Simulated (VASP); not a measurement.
H5NO:

```
H N O
1.0
     5.08541    0.00000    0.00000
     0.00000    6.19599    0.00000
     0.00000    0.00000    7.83453
H N O
20 4 4
Direct
  0.75084 0.71571 0.36168
  0.74254 0.69905 0.56357
  0.42055 0.42303 0.37429
  0.76000 0.30382 0.59396
  0.09619 0.42187 0.37606
  0.74916 0.28429 0.86168
  0.75746 0.30095 0.06357
  0.40381 0.57813 0.87606
  0.74000 0.69618 0.09396
  0.07945 0.57697 0.87430
  0.24254 0.80095 0.43643
  0.25084 0.78429 0.63832
  0.92055 0.07697 0.62570
  0.26000 0.19618 0.40604
  0.59619 0.07813 0.62394
  0.24916 0.21571 0.13832
  0.25746 0.19905 0.93643
  0.57945 0.92303 0.12571
  0.90381 0.92187 0.12394
  0.24000 0.80382 0.90604
  0.74174 0.83637 0.16376
  0.75826 0.16363 0.66376
  0.24174 0.66363 0.83624
  0.25826 0.33637 0.33624
  0.76210 0.61007 0.46157
  0.73790 0.38993 0.96157
  0.26210 0.88993 0.53843
  0.23790 0.11007 0.03843
```

Base run:

| Property | Result |
| --- | --- |
| Program | VASP 6.6.1 |
| Functional | r2SCAN |
| Potentials or basis | VASP PAW PBE potentials, release 64 (H, N, O) |
| Cutoff | 520 eV |
| k mesh | 4 × 4 × 3 |
| Occupations | fermi-dirac, width 0.02 eV |
| Spin | no spin polarisation |

Its results: band gap on the k mesh 5.00 eV (least direct gap 5.02 eV); pressure -2.3 GPa; largest force 0.561 eV/Å.

The run is repeated on the same cell with these changes: functional from r2SCAN to PBEsol. What comes out?

Band gap on the k mesh 4.44 eV (least direct gap 4.46 eV); pressure -0.5 GPa; largest force 0.272 eV/Å.

Caveats: the PAW data sets were made with another functional, which shifts forces and pressure a little; this functional lacks dispersion, which holds the molecules together, so the pressure and a relaxed volume are unreliable (at least some runs).

A k mesh can miss the band edges.
